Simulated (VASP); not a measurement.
Wanted: the native input for a VASP 6.6.1 run.

```yaml
Task: single point
Functional: LDA
Potentials_or_basis: VASP PAW LDA potentials, release 64 (In_d, As)
Cutoff: 520 eV
k_mesh: 6 × 6 × 6
Occupations: methfessel-paxton, width 0.1 eV
Spin: no spin polarisation
Dipole_correction: no
Further_INCAR_settings: ALGO = Normal; EDIFF = 1e-06; NBANDS = 16
```

The structure of InAs lies in POSCAR:

```
InAs
1.0
    0.0000000000      3.0180000000      3.0180000000
    3.0180000000      0.0000000000      3.0180000000
    3.0180000000      3.0180000000      0.0000000000
In As
1 1
Direct
    0.0000000000      0.0000000000      0.0000000000
    0.2500000000      0.2500000000      0.2500000000
```

These files were run (other wordings do the same):

INCAR

```
SYSTEM = InAs
PREC = Accurate
ENCUT = 520
EDIFF = 1E-6
ISMEAR = 1
SIGMA = 0.1
LREAL = .False.
LASPH = .True.
NELM = 80
ALGO = Normal
ISIF = 2
LWAVE = .False.
LCHARG = .False.
GGA = CA
NBANDS = 16
```

KPOINTS

```
Automatic mesh
0
Gamma
  6 6 6
  0 0 0
```

Potentials or basis: VASP PAW LDA potentials, release 64 (In_d, As).

Run with:

```console
$ cat potpaw_LDA.64/In_d/POTCAR potpaw_LDA.64/As/POTCAR > POTCAR
$ mpirun -np 1 vasp_std > vasp.out
```

It gave:

```yaml
Pressure: -0.1 GPa
Band_gap_on_the_k_mesh: zero (filled and empty bands touch)
```

Caveat: spin-orbit coupling is left out, which moves the levels of the heavy elements.

Wall time 18 s on 1 thread of Intel(R) Xeon(R) Platinum 8488C (Sapphire Rapids), with other jobs on the host, peak memory 0.15 GiB.
